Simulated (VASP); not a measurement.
# NaF in VASP: further runs

NaF is run at these levels: r2SCAN, HSE06; tasks: single point.

Program: VASP 6.6.1. These are calculated values, not measurements. Logs are shortened: lines on timing, memory, paths and dates and some standing lists are left out, and cuts for length are marked.

## (1) The cell of the first run

It takes space group I4/mmm (No. 139, tetragonal). Conventional cell: a = 3.249 Å, b = 3.249 Å, c = 4.457 Å, α = 90.00°, β = 90.00°, γ = 90.00°. Na (site symmetry 4/mmm) has 6 F at 2.23 to 2.30 Å within 2.9 Å. F (site symmetry 4/mmm) has 6 Na at 2.23 to 2.30 Å within 2.9 Å.

## (2) Single point, r2SCAN (uniaxial x strain -3.0%)

Contents of POSCAR:

```
NaF
1.0
    0.0000000000      2.2971680800      2.2971680800
    2.2282530376      0.0000000000      2.2971680800
    2.2282530376      2.2971680800      0.0000000000
Na F
1 1
Direct
    0.0000000000      0.0000000000      0.0000000000
    0.5000000000      0.5000000000      0.5000000000
```

Contents of INCAR.step1:

```
SYSTEM = NaF
PREC = Accurate
ENCUT = 520
ISMEAR = 0
SIGMA = 0.01
LREAL = .FALSE.
LASPH = .TRUE.
NELM = 60
NBANDS = 14
GGA = PE
ALGO = Normal
EDIFF = 1E-4
LWAVE = .TRUE.
LCHARG = .FALSE.
```

Contents of INCAR.step2:

```
SYSTEM = NaF
PREC = Accurate
ENCUT = 520
EDIFF = 1E-6
ISMEAR = 0
SIGMA = 0.01
LREAL = .FALSE.
LASPH = .TRUE.
NELM = 60
ALGO = Normal
ISIF = 2
LWAVE = .FALSE.
LCHARG = .FALSE.
METAGGA = R2SCAN
LMIXTAU = .TRUE.
NBANDS = 14
ISTART = 1
```

Contents of KPOINTS:

```
regular mesh
0
G
  10 10 10
  0 0 0
```

Potentials or basis: VASP PAW PBE potentials, release 64 (Na_pv, F).

Run with:

```bash
cat potpaw_PBE.64/Na_pv/POTCAR potpaw_PBE.64/F/POTCAR > POTCAR
cp INCAR.step1 INCAR
mpirun -np 1 vasp_std > vasp.out
cp INCAR.step2 INCAR
mpirun -np 1 vasp_std > vasp.out
```

OUTCAR:

```text
SYSTEM = NaF
   PREC = Accurate
   ENCUT = 520
   EDIFF = 1E-6
   ISMEAR = 0
   LREAL = .FALSE.
   LASPH = .TRUE.
   NELM = 60
   ISIF = 2
   METAGGA = R2SCAN
   ISTART = 1

 ion  position               nearest neighbor table
   1  0.000  0.000  0.000-   2 2.23   2 2.23   2 2.30   2 2.30   2 2.30   2 2.30
   2  0.500  0.500  0.500-   1 2.23   1 2.23   1 2.30   1 2.30   1 2.30   1 2.30

  LATTYP: Found a body centered tetragonal cell.
 ALAT       =     3.2486862538
 C/A-ratio  =     1.3717871555

  Lattice vectors:

 A1 = (  -2.2282530376,   0.0000000000,  -2.2971680800)
 A2 = (  -2.2282530376,   0.0000000000,   2.2971680800)
 A3 = (   2.2282530376,   2.2971680800,   0.0000000000)

Analysis of symmetry for initial positions (statically):
=====================================================================
 Subroutine PRICEL returns:
 Original cell was already a primitive cell.

 Routine SETGRP: Setting up the symmetry group for a
 body centered tetragonal supercell.

 Subroutine GETGRP returns: Found 16 space group operations
 (whereof 16 operations were pure point group operations)
 out of a pool of 16 trial point group operations.

The static configuration has the point symmetry D_4h.

Analysis of symmetry for dynamics (positions and initial velocities):
=====================================================================
 Subroutine PRICEL returns:
 Original cell was already a primitive cell.

 Routine SETGRP: Setting up the symmetry group for a
 body centered tetragonal supercell.

 Subroutine GETGRP returns: Found 16 space group operations
 (whereof 16 operations were pure point group operations)
 out of a pool of 16 trial point group operations.

The dynamic configuration has the point symmetry D_4h.

 Subroutine INISYM returns: Found 16 space group operations
 (whereof 16 operations are pure point group operations),
 and found     1 'primitive' translations

----------------------------------------------------------------------------------------

                                     Primitive cell

  volume of cell :      23.5169

  direct lattice vectors                    reciprocal lattice vectors
     0.000000000  2.297168080  2.297168080    -0.224391033  0.217659302  0.217659302
     2.228253038  0.000000000  2.297168080     0.224391033 -0.217659302  0.217659302
     2.228253038  2.297168080  0.000000000     0.224391033  0.217659302 -0.217659302

  length of vectors
     3.248686254  3.200326981  3.200326981     0.380923193  0.380923193  0.380923193

  position of ions in fractional coordinates (direct lattice)
     0.000000000  0.000000000  0.000000000
     0.500000000  0.500000000  0.500000000

  ion indices of the primitive-cell ions
   primitive index   ion index
                 1           1
                 2           2

----------------------------------------------------------------------------------------

 KPOINTS: regular mesh

Automatic generation of k-mesh.
 Grid dimensions read from file:
 generate k-points for:   10   10   10

 Generating k-lattice:

  Cartesian coordinates                     Fractional coordinates (reciprocal lattice)
    -0.022439103  0.021765930  0.021765930     0.100000000  0.000000000  0.000000000
     0.022439103 -0.021765930  0.021765930     0.000000000  0.100000000  0.000000000
     0.022439103  0.021765930 -0.021765930     0.000000000  0.000000000  0.100000000

  Length of vectors
     0.038092319  0.038092319  0.038092319

  Shift w.r.t. Gamma in fractional coordinates (k-lattice)
     0.000000000  0.000000000  0.000000000

 Subroutine IBZKPT returns following result:
 ===========================================

 Found    102 irreducible k-points:

 Following reciprocal coordinates:
            Coordinates               Weight
  0.000000  0.000000  0.000000      1.000000
  0.100000  0.000000  0.000000      8.000000
  0.200000  0.000000  0.000000      8.000000
  0.300000  0.000000  0.000000      8.000000
  0.400000  0.000000  0.000000      8.000000
  0.500000  0.000000  0.000000      4.000000
[... 16 lines left out ...]
  0.300000  0.300000  0.000000      4.000000
  0.400000  0.300000  0.000000     16.000000
 [... further k-points ...]
   k-points           NKPTS =    102   k-points in BZ     NKDIM =    102   number of bands    NBANDS=     14
   number of dos      NEDOS =    301   number of ions     NIONS =      2
   total plane-waves  NPLWV =  13824
   dimension x,y,z NGX =    24 NGY =   24 NGZ =   24
   dimension x,y,z NGXF=    48 NGYF=   48 NGZF=   48
   ions per type =               1   1
   NGX,Y,Z   is equivalent  to a cutoff of  12.28, 12.47, 12.47 a.u.
   NGXF,Y,Z  is equivalent  to a cutoff of  24.56, 24.93, 24.93 a.u.
 SYSTEM =  NaF
   PREC   = accura    normal or accurate (medium, high low for compatibility)
   ISTART =      1    job   : 0-new  1-cont  2-samecut
   ICHARG =      0    charge: 1-file 2-atom 10-const
   ISPIN  =      1    spin polarized calculation?
   LNONCOLLINEAR =      F non collinear calculations
   LSORBIT =      F    spin-orbit coupling
   LASPH  =      T    aspherical Exc in radial PAW
   ENCUT  =  520.0 eV  38.22 Ry    6.18 a.u.   6.04  5.95  5.95*2*pi/ulx,y,z
   NELM   =     60;   NELMIN=  2; NELMDL=  0     # of ELM steps
   EDIFF  = 0.1E-05   stopping-criterion for ELM
   LREAL  =      F    real-space projection
[... 7 lines left out ...]
   TEBEG  =    0.0;   TEEND  =   0.0 temperature during run
   PSTRESS=    0.0 pullay stress
   NELECT =      14.0000    total number of electrons
   NUPDOWN=      -1.0000    fix difference up-down
   EMIN   =  10.00;   EMAX   =-10.00  energy-range for DOS
   EFERMI =   0.00;   METHOD = LEGACY
   ISMEAR =     0;   SIGMA  =   0.01  broadening in eV -4-tet -1-fermi 0-gaus
   EFERMI_NEDOS =   21; number of points for ismear=-14 and -15
   IALGO  =     38    algorithm
   IMIX   =      4    mixing-type and parameters
     AMIX     =   0.40;   BMIX     =  1.00
     AMIX_MAG =   1.60;   BMIX_MAG =  1.00
  volume/ion in A,a.u.               =      11.76        79.35
  Fermi-wavevector in a.u.,A,eV,Ry     =   1.377180  2.602494 25.805161  1.896626
  Thomas-Fermi vector in A             =   2.502357
   LORBIT       =      0    0 simple, 1 ext, 2 COOP (PROOUT), +10 PAW based schemes
   METAGGA = R2SCAN    functional components
   LHFCALC =     F    Hartree Fock is set to
   AEXX    =    0.0000 exact exchange contribution
   IVDW    =     0    specifies the selected vdW correction
   LEPSILON=     F    determine dielectric tensor
   LRPA    =     F    only Hartree local field effects (RPA)
 non-spin polarized calculation
 Gauss-broadening in eV      SIGMA  =   0.01
  energy-cutoff  :      520.00
  volume of cell :       23.52
 maximum number of plane-waves:       648
   NGX = 13   NGY = 11   NGZ = 11

 number of electron      14.0000004 magnetization

 Free energy of the ion-electron system (eV)
  ---------------------------------------------------
  ext. energy  EPLUGINS =         0.00000000
  ---------------------------------------------------
  free energy    TOTEN  =       -12.59665293 eV

  energy without entropy =      -12.59665293  energy(sigma->0) =      -12.59665293

 E-fermi :  -2.3658     XC(G=0): -10.0748

 val. band max:       -2.4751282700   @ k =   0.0000   0.0000   0.0000
 cond. band min:       5.0198420496   @ k =   0.0000   0.0000   0.0000
 fundamental gap:      7.4949703196
 Fermi energy:        -2.3658450513

 k-point     1 :       0.0000    0.0000    0.0000
  band No.  band energies     occupation
      1     -22.8731      2.00000
      2     -21.8093      2.00000
      3     -21.8090      2.00000
      4     -21.8012      2.00000
      5      -2.4808      2.00000
      6      -2.4808      2.00000
      7      -2.4751      2.00000
      8       5.0198      0.00000
      9      17.6496      0.00000
     10      17.6497      0.00000
     11      17.8685      0.00000
     12      20.5166      0.00000
     13      22.7010      0.00000
     14      23.6437      0.00000

 k-point     2 :       0.1000    0.0000    0.0000
  band No.  band energies     occupation
      1     -22.9245      2.00000
      2     -21.8106      2.00000
      3     -21.8059      2.00000
      4     -21.7390      2.00000
      5      -2.6797      2.00000
      6      -2.5110      2.00000
      7      -2.5050      2.00000
      8       5.3878      0.00000
      9      16.3801      0.00000
     10      17.8334      0.00000
     11      17.9913      0.00000
     12      22.1504      0.00000
     13      22.4375      0.00000
     14      23.3271      0.00000

 k-point     3 :       0.2000    0.0000    0.0000
  band No.  band energies     occupation
      1     -23.0382      2.00000
      2     -21.8149      2.00000
      3     -21.8079      2.00000
      4     -21.5870      2.00000
      5      -3.1507      2.00000
      6      -2.5892      2.00000
      7      -2.5775      2.00000
      8       6.3424      0.00000
      9      14.6216      0.00000
     10      18.3127      0.00000
     11      18.5248      0.00000
     12      21.9676      0.00000
     13      22.7401      0.00000
     14      23.9404      0.00000

 k-point     4 :       0.3000    0.0000    0.0000
  band No.  band energies     occupation
      1     -23.1514      2.00000
      2     -21.8202      2.00000
      3     -21.8105      2.00000
      4     -21.4249      2.00000
      5      -3.6562      2.00000
      6      -2.6843      2.00000
      7      -2.6657      2.00000
      8       7.5905      0.00000
      9      13.1786      0.00000
     10      18.8610      0.00000
     11      19.2093      0.00000
     12      21.7102      0.00000
     13      22.3280      0.00000
     14      23.9251      0.00000

 k-point     5 :       0.4000    0.0000    0.0000
  band No.  band energies     occupation
      1     -23.2296      2.00000
      2     -21.8245      2.00000
      3     -21.8127      2.00000
      4     -21.3068      2.00000
      5      -4.0227      2.00000
      6      -2.7599      2.00000
      7      -2.7361      2.00000
      8       8.8322      0.00000
      9      12.0394      0.00000
     10      19.1918      0.00000
     11      19.7250      0.00000
[... 276 lines left out ...]
 k-point    22 :      -0.2000    0.2000    0.0000
  band No.  band energies     occupation
      1     -23.1292      2.00000
      2     -21.8545      2.00000
      3     -21.8105      2.00000
      4     -21.4161      2.00000
      5      -3.6144      2.00000
      6      -2.8774      2.00000
      7      -2.6926      2.00000
      8       8.0568      0.00000
      9      13.1014      0.00000
     10      17.4147      0.00000
     11      20.1174      0.00000
     12      20.7431      0.00000
     13      21.9629      0.00000
     14      26.2730      0.00000

 k-point    23 :       0.3000    0.3000    0.0000
  band No.  band energies     occupation
      1     -22.9166      2.00000
      2     -21.8432      2.00000
      3     -21.8426      2.00000
      4     -21.6598      2.00000
      5      -3.6045      2.00000
      6      -2.7695      2.00000
      7      -2.7464      2.00000
      8       8.3995      0.00000
      9      12.8823      0.00000
     10      17.1168      0.00000
     11      18.9027      0.00000
     12      19.0544      0.00000
     13      25.3001      0.00000
     14      25.7856      0.00000

 k-point    24 :       0.4000    0.3000    0.0000
  band No.  band energies     occupation
      1     -22.8813      2.00000
      2     -21.8631      2.00000
      3     -21.8486      2.00000
      4     -21.6716      2.00000
      5      -3.7273      2.00000
      6      -2.8787      2.00000
      7      -2.8109      2.00000
      8       9.4381      0.00000
      9      12.3729      0.00000
     10      15.9769      0.00000
     11      19.0581      0.00000
     12      19.2886      0.00000
     13      25.0752      0.00000
     14      26.1327      0.00000

 [... further k-points ...]

------------------------ aborting loop because EDIFF is reached ----------------------------------------

  FORCE on cell =-STRESS in cart. coord.  units (eV):
  Direction    XX          YY          ZZ          XY          YZ          ZX
  --------------------------------------------------------------------------------------
  -------------------------------------------------------------------------------------
  Total        0.5479440     -0.0136708     -0.0136708      0.0000000      0.0000000      0.0000000
  in kB       37.3307493     -0.9313750     -0.9313750      0.0000000      0.0000000      0.0000000
  external PRESSURE =      11.8226664 kB  Pullay stress =       0.0000000 kB

 VOLUME and BASIS-vectors are now :
 -----------------------------------------------------------------------------
  energy-cutoff  :      520.00
  volume of cell :       23.52
      direct lattice vectors                 reciprocal lattice vectors
     0.000000000  2.297168080  2.297168080    -0.224391033  0.217659302  0.217659302
     2.228253038  0.000000000  2.297168080     0.224391033 -0.217659302  0.217659302
     2.228253038  2.297168080  0.000000000     0.224391033  0.217659302 -0.217659302

 POSITION                                       TOTAL-FORCE (eV/Angst)
 -----------------------------------------------------------------------------------
      0.00000      0.00000      0.00000         0.000000      0.000000      0.000000
      2.22825      2.29717      2.29717         0.000000      0.000000      0.000000
 -----------------------------------------------------------------------------------
    total drift:                                0.000000     -0.000000      0.000000

  FREE ENERGIE OF THE ION-ELECTRON SYSTEM (eV)
  ---------------------------------------------------
  free  energy   TOTEN  =       -12.5966529345 eV

  energy  without entropy=      -12.5966529345  energy(sigma->0) =      -12.59665293
```

Wall time 54 s (1 thread of Intel Xeon Platinum 8259CL at 2.50GHz (Skylake/Cascade Lake), shared host); peak memory 0.16 GiB.

What came out:

```
Free energy            : -12.5967 eV
Pressure               : 1.2 GPa
Band gap on the k mesh : 7.49 eV
```

Caveat: the cell differs from its parent crystal (uniaxial x strain -3.0%); the PAW data sets were made with another functional, which shifts forces and pressure a little. A k mesh can miss the band edges.

## (3) Single point, r2SCAN (uniaxial z strain -0.5%)

Contents of POSCAR:

```
NaF
1.0
    0.0000000000      2.2971680800      2.2856822396
    2.2971680800      0.0000000000      2.2856822396
    2.2971680800      2.2971680800      0.0000000000
Na F
1 1
Direct
    0.0000000000      0.0000000000      0.0000000000
    0.5000000000      0.5000000000      0.5000000000
```

Contents of INCAR.step1:

```
ALGO = Normal
EDIFF = 1E-4
ENCUT = 520
GGA = PE
ISMEAR = 0
LASPH = True
LCHARG = False
LREAL = False
LWAVE = True
NBANDS = 14
NELM = 100
PREC = Accurate
SIGMA = 0.01
```

Contents of INCAR.step2:

```
ALGO = Normal
EDIFF = 1E-6
ENCUT = 520
ISIF = 2
ISMEAR = 0
ISTART = 1
LASPH = True
LCHARG = True
LELF = True
LMIXTAU = True
LREAL = False
LVHAR = True
LWAVE = False
METAGGA = R2SCAN
NBANDS = 14
NELM = 100
PREC = Accurate
SIGMA = 0.01
```

Contents of KPOINTS:

```
k-points
0
Gamma
  10 10 10
```

Potentials or basis: VASP PAW PBE potentials, release 64 (Na_pv, F).

Run with:

```bash
cat potpaw_PBE.64/Na_pv/POTCAR potpaw_PBE.64/F/POTCAR > POTCAR
cp INCAR.step1 INCAR
mpirun -np 1 vasp_std > vasp.out
cp INCAR.step2 INCAR
mpirun -np 1 vasp_std > vasp.out
```

Run time: 54 s. Hardware: 1 thread of Intel Xeon Platinum 8259CL at 2.50GHz (Skylake/Cascade Lake), shared host; peak memory 0.16 GiB.

Results (log left out):

```yaml
Free_energy: -12.6033 eV
Pressure: -0.6 GPa
Band_gap_on_the_k_mesh: 7.35 eV
```

Stress tensor (GPa, compression positive):
```
-0.73  0.00  0.00
 0.00 -0.73  0.00
 0.00  0.00 -0.24
```

Levels at points of the mesh, in eV from the valence-band top:
```tsv
k point	band 4	band 5	band 6	band 7	band 8	band 9	band 10	band 11
(0.00, 0.00, 0.00)	-19.41	0.00	0.00	0.00	7.35	20.00	20.00	20.03
(0.50, 0.00, 0.00)	-18.88	-1.62	-0.28	-0.28	11.83	13.69	21.71	21.81
(0.50, 0.50, 0.00)	-19.46	-1.30	-0.42	-0.42	13.99	14.38	15.17	21.49
(0.50, 0.00, 0.50)	-19.46	-1.31	-0.42	-0.41	14.05	14.31	15.16	21.53
```

Caveat: the cell differs from its parent crystal (uniaxial z strain -0.5%); the PAW data sets were made with another functional, which shifts forces and pressure a little. A k mesh can miss the band edges.

(Continued in part 2 of 2.)
